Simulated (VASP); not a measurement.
A run of VASP 6.6.1:

The input INCAR:

```
SYSTEM = Zr
ALGO     = Normal         ! electronic algorithm
EDIFF    = 1E-7           ! SCF threshold, eV
ENCUT    = 520            ! plane-wave cutoff, eV
GGA      = RP             ! functional
ISIF     = 2              ! what is computed and relaxed
ISMEAR   = -1             ! smearing method
LASPH    = .True.         ! aspherical terms in the spheres
LCHARG   = .False.        ! write CHGCAR
LREAL    = .False.        ! projectors in reciprocal space
LWAVE    = .False.        ! write WAVECAR
NBANDS   = 19             ! bands
NELM     = 60             ! most SCF steps
PREC     = Accurate       ! precision mode
SIGMA    = 0.05           ! smearing width, eV
```

File KPOINTS:

```
k-points
0
Gamma
  9 9 5
  0 0 0
```

File POSCAR:

```
Zr
1.0
    3.2567032956      0.0000000000      0.0000000000
   -1.6283516478      2.8203877866      0.0000000000
    0.0000000000      0.0000000000      5.2164312795
Zr
2
Direct
    0.6666666667      0.3333333333      0.7500000000
    0.3333333333      0.6666666667      0.2500000000
```

Potentials or basis: VASP PAW PBE potentials, release 64 (Zr_sv).

Launch:

```console
$ cat potpaw_PBE.64/Zr_sv/POTCAR > POTCAR
$ mpirun -np 1 vasp_std > vasp.out
```

Hardware: 1 thread of Intel Xeon 8259CL (shared host).

Task: Estimate the wall time of this run.

Result: Run time: 40 s on 1 thread of Intel Xeon 8259CL, with other jobs on the host, peak memory 0.17 GiB. Counts: scf iterations 14, k points 36.
